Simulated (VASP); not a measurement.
Input of a VASP 6.6.1 run:

Contents of INCAR:

```
PREC = Accurate
ENCUT = 520
EDIFF = 1E-6
ISMEAR = 0
SIGMA = 0.05
LREAL = Auto
LASPH = True
NELM = 80
ALGO = Normal
ISIF = 2
LWAVE = False
LCHARG = True
GGA = PS
LELF = True
LVHAR = True
NELECT = 120.0
NBANDS = 72
```

KPOINTS

```
Automatic mesh
0
Gamma
  4 4 4
```

Contents of POSCAR:

```
Ca7S8
1.0
    0.0000000000      5.6343722939     -5.6343722939
    5.6343722939      5.6343722939      0.0000000000
    5.6343722939      0.0000000000     -5.6343722939
Ca S
7 8
Direct
    0.0000000000      0.5000000000      0.5000000000
    0.5000000000      0.0000000000      0.5000000000
    0.5000000000      0.5000000000      0.5000000000
    0.0000000000      0.0000000000      1.0000000000
    0.0000000000      0.5000000000      1.0000000000
    0.5000000000      0.0000000000      1.0000000000
    0.5000000000      0.5000000000      1.0000000000
    0.2548184965      0.7451815035      0.2451815035
    0.2548184965      0.2548184965      0.2451815035
    0.7500000000      0.7500000000      0.2500000000
    0.7451815035      0.2548184965      0.2451815035
    0.2548184965      0.7451815035      0.7548184965
    0.2500000000      0.2500000000      0.7500000000
    0.7451815035      0.7451815035      0.7548184965
    0.7451815035      0.2548184965      0.7548184965
```

Potentials or basis: VASP PAW PBE potentials, release 64 (Ca_sv, S).

The run is started by

```sh
$ cat potpaw_PBE.64/Ca_sv/POTCAR potpaw_PBE.64/S/POTCAR > POTCAR
$ mpirun -np 1 vasp_std > vasp.out
```

Predict the largest force.

0.014 eV/Å.

Forces on the atoms (eV/Å):
```
Ca   0.000  0.000  0.000
Ca   0.000  0.000  0.000
Ca   0.000  0.000  0.000
Ca   0.000  0.000  0.000
Ca   0.000  0.000  0.000
Ca   0.000  0.000  0.000
Ca   0.000  0.000  0.000
S    0.014  0.000  0.000
S    0.000 -0.014  0.000
S    0.000  0.000  0.000
S    0.000  0.000 -0.014
S    0.000  0.000  0.014
S    0.000  0.000  0.000
S    0.000  0.014  0.000
S   -0.014  0.000  0.000
```

Caveat: the cell carries a net charge on a neutralising background, which shifts energy and pressure; the PAW data sets were made with another functional, which shifts forces and pressure a little.
